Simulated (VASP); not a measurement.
Set up this calculation in VASP 6.6.1, as the native input.

- Task: single point
- Functional: PBE
- Potentials or basis: VASP PAW PBE potentials, release 64 (Al, B, Sb)
- Cutoff: 520 eV
- k mesh: 6 × 6 × 2
- Occupations: gaussian, width 0.1 eV
- Spin: no spin polarisation
- Dipole correction: no
- Further INCAR settings: ALGO = Normal; EDIFF = 1e-06; NBANDS = 21

The structure of AlB2Sb3 lies in POSCAR:

```
AlB2Sb3
1.0
    3.7064073200      0.0000000000      0.0000000000
    0.0000000000      3.7064073200      0.0000000000
    0.0000000000      0.0000000000      8.0532955000
Al B Sb
1 2 3
Direct
    0.0000000000      0.0000000000      0.0000000000
    0.5000000000      0.0000000000      0.2626059900
    0.0000000000      0.5000000000      0.7373940100
    0.5000000000      0.0000000000      0.6250519800
    0.0000000000      0.5000000000      0.3749480200
    0.5000000000      0.5000000000      0.0000000000
```

One way to write it, as run:

INCAR

```
PREC = Accurate
ENCUT = 520
EDIFF = 1E-6
ISMEAR = 0
SIGMA = 0.1
LREAL = F
LASPH = T
NELM = 100
ALGO = Normal
ISIF = 2
LWAVE = F
LCHARG = F
GGA = PE
NBANDS = 21
```

KPOINTS

```
regular mesh
0
Gamma
  6 6 2
```

Potentials or basis: VASP PAW PBE potentials, release 64 (Al, B, Sb).

Command:

```console
$ cat potpaw_PBE.64/Al/POTCAR potpaw_PBE.64/B/POTCAR potpaw_PBE.64/Sb/POTCAR > POTCAR
$ mpirun -np 1 vasp_std > vasp.out
```

Results of the run:

```
Pressure               : 1.5 GPa
Largest force          : 0.463 eV/Å
Band gap on the k mesh : zero (band 12 reaches 9.72 eV, above the bottom of band 13 at 6.59 eV)
```

Caveat: the k points lie up to 0.39 Å⁻¹ apart; spin-orbit coupling is left out, which moves the levels of the heavy elements.

Wall time 37 s on 1 thread of Intel(R) Xeon(R) Platinum 8259CL CPU @ 2.50GHz (Skylake/Cascade Lake) (shared host), peak memory 0.22 GiB.
